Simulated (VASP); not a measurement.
Runs of VASP 6.6.1 on N. The structure is that of space group P2_13 (No. 198), or close to it. The cells are those of the table. 

```tsv
cell	gap on the mesh (eV)	pressure (GPa)	largest force (eV/Å)
a = 5.605 Å, 4 atoms	none	-4.1	0.31
a = 5.679 Å, 4 atoms	none	(b)	0.29
a = 5.821 Å, 4 atoms	none	-3.0	(a)
a = 5.372 Å, 4 atoms	none	-5.7	0.40
a = 5.452 Å, 4 atoms	none	-5.1	0.37
a = 5.530 Å, 4 atoms	none	-4.6	0.34
a = 5.751 Å, 4 atoms	none	-3.3	0.27
```

Alike in all rows: task single point; level PBEsol; potentials or basis VASP PAW PBE potentials, release 64 (N); no spin polarisation; k mesh 3 × 3 × 3; cutoff (eV) 600; smearing fermi-dirac 0.05 eV.

Task: Fill in the values left out.

Result: (a) 0.25; (b) -3.7.

Caveats: some runs use coarse meshes; the PAW data sets were made with another functional, which shifts forces and pressure a little.

A gap of «none» marks levels without a gap at the run's occupations.
